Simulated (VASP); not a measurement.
A run of VASP 6.6.1 is set up as follows.

Contents of INCAR:

```
ALGO = Normal ; EDIFF = 1E-7
ENCUT = 520 ; GGA = RE
ISIF = 2 ; ISMEAR = -1
LASPH = T ; LCHARG = F
LREAL = F ; LWAVE = F
NBANDS = 8 ; NELM = 80
PREC = Accurate ; SIGMA = 0.05
```

The input KPOINTS:

```
k-points
0
Gamma
  13 13 11
```

File POSCAR:

```
Si
1.0
   -1.6103443013      1.6947414187      1.1949517024
    1.7837223674     -1.6955997944      1.4262473345
    1.5899732773      1.6757095426     -1.1955927210
Si
1
Direct
    0.0000000000      0.0000000000      0.0000000000
```

Potentials or basis: VASP PAW PBE potentials, release 64 (Si).

Run with:

```sh
$ cat potpaw_PBE.64/Si/POTCAR > POTCAR
$ mpirun -np 1 vasp_std > vasp.out
```

(1) Estimate the band gap on the k mesh.

(2) Estimate the pressure.

## Answers

(1) zero (bands 2 and 3 overlap by 12.03 eV).

(2) -0.3 GPa.

Caveat: the PAW data sets were made with another functional, which shifts forces and pressure a little.
